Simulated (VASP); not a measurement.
The system is Mg3Sb2.

```
CELL_PARAMETERS angstrom
4.58200 0.00000 0.00000
-2.29100 3.96813 0.00000
0.00000 0.00000 7.24400
ATOMIC_POSITIONS crystal
Mg 0.33333 0.66667 0.63000
Mg 0.66667 0.33333 0.37000
Mg 0.00000 0.00000 0.00000
Sb 0.33333 0.66667 0.23500
Sb 0.66667 0.33333 0.76500
```

```yaml
Program: VASP 6.6.1
Task: relaxation of the atoms
Functional: r2SCAN
Potentials_or_basis: VASP PAW PBE potentials, release 64 (Mg, Sb)
Cutoff: 580 eV
k_mesh: 6 × 6 × 4
Occupations: gaussian, width 0.02 eV
Spin: no spin polarisation
```

At the start: pressure 0.0 GPa; volume 26.34 Å³/atom.

Problem. How do energy, volume and symmetry change on relaxing?

Solution. Over 7 steps the energy falls by 4.1 meV/atom at a fixed cell; space group P-3m1 (No. 164, to 0.1 Å) before and after.

Step by step:
| step | energy change (eV) | largest force (eV/Å) | pressure (GPa) |
| --- | --- | --- | --- |
| 1 | 0.0000 | 0.3545 | 0.03 |
| 2 | -0.0121 | 0.2189 | -0.11 |
| 3 | -0.0171 | 0.1397 | -0.42 |
| 4 | -0.0202 | 0.0136 | -0.32 |
| 5 | -0.0202 | 0.0156 | -0.31 |
| 6 | -0.0202 | 0.0118 | -0.31 |
| 7 | -0.0203 | 0.0067 | -0.31 |

Final structure:
```xyz
5
Lattice="4.5820 0.0000 0.0000 -2.2910 3.9681 0.0000 0.0000 0.0000 7.2440" Properties=species:S:1:pos:R:3 pbc="T T T"
Mg    0.0000    2.6454    4.5894
Mg    2.2910    1.3227    2.6546
Mg    0.0000    0.0000    0.0000
Sb    0.0000    2.6454    1.6561
Sb    2.2910    1.3227    5.5879
```

Caveat: the PAW data sets were made with another functional, which shifts forces and pressure a little.
